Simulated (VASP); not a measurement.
# CdS (F-43m) in VASP: a series of runs

CdS is run at these levels: PBE; tasks: single point, relaxation of the atoms.

All numbers are computed with VASP 6.6.1; they aren't measurements. Logs are shortened: lines on timing, memory, paths and dates and some standing lists are left out, and cuts for length are marked.

**1. The cell of the first run**

The structure is cubic, space group F-43m (No. 216). The conventional cell has a = 5.833 Å, b = 5.833 Å, c = 5.833 Å, α = 90.00°, β = 90.00°, γ = 90.00°. Cd (site symmetry -43m) has 4 S at 2.53 Å within 3.3 Å. S (site symmetry -43m) has 4 Cd at 2.53 Å within 3.3 Å.

**2. Single point, PBE**

INCAR reads:

```
  ALGO = Normal
  EDIFF = 1E-6
  ENCUT = 500
  GGA = PE
  GGA_COMPAT = False
  ISIF = 2
  ISMEAR = -1
  LASPH = True
  LCHARG = False
  LREAL = False
  LWAVE = False
  NBANDS = 16
  NELM = 120
  PREC = Accurate
  SIGMA = 0.02
```

KPOINTS reads:

```
k-points
0
Gamma
  8 8 8
```

POSCAR reads:

```
CdS
1.0
    0.0000000000      2.9165000000      2.9165000000
    2.9165000000      0.0000000000      2.9165000000
    2.9165000000      2.9165000000      0.0000000000
Cd S
1 1
Direct
    0.0000000000      0.0000000000      0.0000000000
    0.2500000000      0.2500000000      0.2500000000
```

Potentials or basis: VASP PAW PBE potentials, release 64 (Cd, S).

Run with:

```console
cat potpaw_PBE.64/Cd/POTCAR potpaw_PBE.64/S/POTCAR > POTCAR
mpirun -np 1 vasp_std > vasp.out
```

OUTCAR:

```text
EDIFF = 1E-6
   ENCUT = 500
   GGA = PE
   ISIF = 2
   ISMEAR = -1
   LASPH = True
   LREAL = False
   NELM = 120
   PREC = Accurate

 ion  position               nearest neighbor table
   1  0.000  0.000  0.000-   2 2.53   2 2.53   2 2.53   2 2.53
   2  0.250  0.250  0.250-   1 2.53   1 2.53   1 2.53   1 2.53

  LATTYP: Found a face centered cubic cell.
 ALAT       =     5.8330000000

  Lattice vectors:

 A1 = (   0.0000000000,   2.9165000000,   2.9165000000)
 A2 = (   2.9165000000,   0.0000000000,   2.9165000000)
 A3 = (   2.9165000000,   2.9165000000,   0.0000000000)

Analysis of symmetry for initial positions (statically):
=====================================================================
 Subroutine PRICEL returns:
 Original cell was already a primitive cell.

 Routine SETGRP: Setting up the symmetry group for a
 face centered cubic supercell.

 Subroutine GETGRP returns: Found 24 space group operations
 (whereof 24 operations were pure point group operations)
 out of a pool of 48 trial point group operations.

The static configuration has the point symmetry T_d .

Analysis of symmetry for dynamics (positions and initial velocities):
=====================================================================
 Subroutine PRICEL returns:
 Original cell was already a primitive cell.

 Routine SETGRP: Setting up the symmetry group for a
 face centered cubic supercell.

 Subroutine GETGRP returns: Found 24 space group operations
 (whereof 24 operations were pure point group operations)
 out of a pool of 48 trial point group operations.

The dynamic configuration has the point symmetry T_d .

 Subroutine INISYM returns: Found 24 space group operations
 (whereof 24 operations are pure point group operations),
 and found     1 'primitive' translations

----------------------------------------------------------------------------------------

                                     Primitive cell

  volume of cell :      49.6153

  direct lattice vectors                    reciprocal lattice vectors
     0.000000000  2.916500000  2.916500000    -0.171438368  0.171438368  0.171438368
     2.916500000  0.000000000  2.916500000     0.171438368 -0.171438368  0.171438368
     2.916500000  2.916500000  0.000000000     0.171438368  0.171438368 -0.171438368

  length of vectors
     4.124553855  4.124553855  4.124553855     0.296939964  0.296939964  0.296939964

  position of ions in fractional coordinates (direct lattice)
[... 77 lines left out ...]
   ENCUT  =  500.0 eV  36.75 Ry    6.06 a.u.   7.52  7.52  7.52*2*pi/ulx,y,z
   NELM   =    120;   NELMIN=  2; NELMDL= -5     # of ELM steps
   EDIFF  = 0.1E-05   stopping-criterion for ELM
   LREAL  =      F    real-space projection
   EDIFFG = 0.1E-04   stopping-criterion for IOM
   NSW    =      0    number of steps for IOM
   IBRION =     -1    ionic relax: 0-MD 1-quasi-New 2-CG
   NFREE  =      0    steps in history (QN), initial steepest desc. (CG)
   ISIF   =      2    stress and relaxation
   ISYM   =      2    0-nonsym 1-usesym 2-fastsym
   POTIM  = 0.5000    time-step for ionic-motion
   TEBEG  =    0.0;   TEEND  =   0.0 temperature during run
   PSTRESS=    0.0 pullay stress
   NELECT =      18.0000    total number of electrons
   NUPDOWN=      -1.0000    fix difference up-down
   EMIN   =  10.00;   EMAX   =-10.00  energy-range for DOS
   EFERMI =   0.00;   METHOD = LEGACY
   ISMEAR =    -1;   SIGMA  =   0.02  broadening in eV -4-tet -1-fermi 0-gaus
   EFERMI_NEDOS =   21; number of points for ismear=-14 and -15
   IALGO  =     38    algorithm
   IMIX   =      4    mixing-type and parameters
     AMIX     =   0.40;   BMIX     =  1.00
     AMIX_MAG =   1.60;   BMIX_MAG =  1.00
  volume/ion in A,a.u.               =      24.81       167.41
  Fermi-wavevector in a.u.,A,eV,Ry     =   1.167599  2.206442 18.548649  1.363287
  Thomas-Fermi vector in A             =   2.304097
   LORBIT       =      0    0 simple, 1 ext, 2 COOP (PROOUT), +10 PAW based schemes
   GGA     = PE    functional components
   LHFCALC =     F    Hartree Fock is set to
   AEXX    =    0.0000 exact exchange contribution
   IVDW    =     0    specifies the selected vdW correction
   LEPSILON=     F    determine dielectric tensor
   LRPA    =     F    only Hartree local field effects (RPA)
 non-spin polarized calculation
  energy-cutoff  :      500.00
  volume of cell :       49.62
 maximum number of plane-waves:      1283
   NGX = 15   NGY = 15   NGZ = 15

 number of electron      18.0000003 magnetization

 Free energy of the ion-electron system (eV)
  ---------------------------------------------------
  ext. energy  EPLUGINS =         0.00000000
  ---------------------------------------------------
  free energy    TOTEN  =        -6.12118850 eV

  energy without entropy =       -6.12118850  energy(sigma->0) =       -6.12118850

 E-fermi :   1.7009     XC(G=0):  -9.1497

 val. band max:        1.3144895250   @ k =   0.0000   0.0000   0.0000
 cond. band min:       2.4640969051   @ k =   0.0000   0.0000   0.0000
 fundamental gap:      1.1496073801
 Fermi energy:         1.7008795692

 k-point     1 :       0.0000    0.0000    0.0000
  band No.  band energies     occupation
      1     -11.0554      2.00000
      2      -6.4138      2.00000
      3      -6.4138      2.00000
      4      -6.4138      2.00000
      5      -5.9339      2.00000
      6      -5.9339      2.00000
[... 433 lines left out ...]
      3      -6.2116      2.00000
      4      -5.9596      2.00000
      5      -5.9071      2.00000
      6      -5.4397      2.00000
[... 8 lines left out ...]
     15      13.6170      0.00000
     16      14.4857      0.00000

 [... further k-points ...]

------------------------ aborting loop because EDIFF is reached ----------------------------------------

  FORCE on cell =-STRESS in cart. coord.  units (eV):
  Direction    XX          YY          ZZ          XY          YZ          ZX
  --------------------------------------------------------------------------------------
  -------------------------------------------------------------------------------------
  Total        0.9906029      0.9906029      0.9906029      0.0000000      0.0000000      0.0000000
  in kB       31.9885276     31.9885276     31.9885276      0.0000000      0.0000000      0.0000000
  external PRESSURE =      31.9885276 kB  Pullay stress =       0.0000000 kB

 VOLUME and BASIS-vectors are now :
 -----------------------------------------------------------------------------
  energy-cutoff  :      500.00
  volume of cell :       49.62
      direct lattice vectors                 reciprocal lattice vectors
     0.000000000  2.916500000  2.916500000    -0.171438368  0.171438368  0.171438368
     2.916500000  0.000000000  2.916500000     0.171438368 -0.171438368  0.171438368
     2.916500000  2.916500000  0.000000000     0.171438368  0.171438368 -0.171438368

 POSITION                                       TOTAL-FORCE (eV/Angst)
 -----------------------------------------------------------------------------------
      0.00000      0.00000      0.00000        -0.000000     -0.000000     -0.000000
      1.45825      1.45825      1.45825         0.000000      0.000000      0.000000
 -----------------------------------------------------------------------------------
    total drift:                               -0.000000     -0.000000     -0.000000

  FREE ENERGIE OF THE ION-ELECTRON SYSTEM (eV)
  ---------------------------------------------------
  free  energy   TOTEN  =        -6.1211885010 eV

  energy  without entropy=       -6.1211885010  energy(sigma->0) =       -6.12118850
```

OSZICAR:

```text
N       E                     dE             d eps       ncg     rms          rms(c)
DAV:   1     0.108789881709E+03    0.10879E+03   -0.89411E+03   960   0.100E+03
DAV:   2    -0.248780947756E+01   -0.11128E+03   -0.10489E+03  1104   0.253E+02
DAV:   3    -0.663983901763E+01   -0.41520E+01   -0.41443E+01  1200   0.510E+01
DAV:   4    -0.666499687516E+01   -0.25158E-01   -0.25156E-01  1104   0.387E+00
DAV:   5    -0.666534566753E+01   -0.34879E-03   -0.34879E-03  1192   0.433E-01    0.812E+00
DAV:   6    -0.614013854310E+01    0.52521E+00   -0.83563E-01  1392   0.116E+01    0.652E+00
DAV:   7    -0.612077118582E+01    0.19367E-01   -0.19840E-01  1144   0.304E+00    0.316E+00
DAV:   8    -0.612107531841E+01   -0.30413E-03   -0.18306E-02  1080   0.172E+00    0.310E-01
DAV:   9    -0.612099399370E+01    0.81325E-04   -0.21448E-03  1064   0.688E-01    0.579E-02
DAV:  10    -0.612111310380E+01   -0.11911E-03   -0.24575E-04  1144   0.162E-01    0.663E-02
DAV:  11    -0.612119554299E+01   -0.82439E-04   -0.12848E-04  1040   0.915E-02    0.216E-02
DAV:  12    -0.612118753379E+01    0.80092E-05   -0.25809E-05  1296   0.664E-02    0.102E-02
DAV:  13    -0.612118884882E+01   -0.13150E-05   -0.45627E-06  1064   0.128E-02    0.132E-02
DAV:  14    -0.612118850103E+01    0.34779E-06   -0.36378E-07   832   0.351E-03
   1 F= -.61211885E+01 E0= -.61211885E+01  d E =-.196997E-10
```

stdout:

```text
POSCAR found type information on POSCAR CdS
 POSCAR found :  2 types and       2 ions
 scaLAPACK will be used
 LDA part: xc-table for (Slater+PW92), standard interpolation
 POSCAR, INCAR and KPOINTS ok, starting setup
 FFT: planning ... GRIDC
 FFT: planning ... GRID_SOFT
 FFT: planning ... GRID
 WAVECAR not read
 entering main loop
```

Wall time 44 s (1 thread of Intel Xeon 8259CL, shared host); peak memory 0.18 GiB.

Results:

```
Free energy            : -6.1212 eV
Pressure               : 3.2 GPa
Band gap on the k mesh : 1.15 eV
```

Caveat: the cell stands under pressure. PBE gaps usually lie below the measured ones, often by a third to a half.

**3. Relaxation of the atoms, PBE**

INCAR reads:

```
SYSTEM = CdS
PREC = Accurate ; ENCUT = 450
EDIFF = 1E-7 ; ISMEAR = -1
SIGMA = 0.02 ; LREAL = .False.
LASPH = .True. ; NELM = 120
ALGO = Normal ; ISIF = 2
LWAVE = .False. ; LCHARG = .False.
GGA = PE ; IBRION = 2
NSW = 80 ; EDIFFG = -0.02
GGA_COMPAT = .False. ; NELMIN = 4
```

KPOINTS reads:

```
Automatic mesh
0
Gamma
  8 8 8
  0 0 0
```

POSCAR is that of step 2.

Potentials or basis: VASP PAW PBE potentials, release 64 (Cd, S).

Run with:

```console
cat potpaw_PBE.64/Cd/POTCAR potpaw_PBE.64/S/POTCAR > POTCAR
mpirun -np 1 vasp_std > vasp.out
```

Wall time 42 s (1 thread of Intel Xeon 8259CL, shared host); peak memory 0.17 GiB.

The run converged. Its results:

- Free energy: -6.1203 eV
- Pressure after relaxing: 3.1 GPa
- Band gap on the k mesh: 1.15 eV

Final structure:
```cif
data_structure
_symmetry_space_group_name_H-M 'P 1'
_symmetry_Int_Tables_number 1
_cell_length_a 4.1246
_cell_length_b 4.1246
_cell_length_c 4.1246
_cell_angle_alpha 60.000
_cell_angle_beta 60.000
_cell_angle_gamma 60.000
_cell_volume 49.62
loop_
_atom_site_label
_atom_site_type_symbol
_atom_site_fract_x
_atom_site_fract_y
_atom_site_fract_z
_atom_site_occupancy
Cd1 Cd 0.00000 0.00000 0.00000 1
S1 S 0.25000 0.25000 0.25000 1
```

Levels at points of the mesh, in eV from the valence-band top:
```csv
k point,band 5,band 6,band 7,band 8,band 9,band 10,band 11,band 12,band 13
"(0.00, 0.00, 0.00)",-7.25,-7.25,0.00,0.00,0.00,1.15,6.55,6.55,6.55
"(0.50, 0.00, 0.00)",-7.21,-6.87,-4.40,-0.75,-0.75,3.02,7.01,7.01,7.48
"(0.50, 0.50, 0.00)",-7.16,-6.80,-3.95,-1.88,-1.88,3.55,4.35,9.23,10.78
```

Caveat: the relaxation stopped at its first step, so nothing moved. Expect the measured gap to be larger: semilocal functionals such as PBE lack the derivative discontinuity.
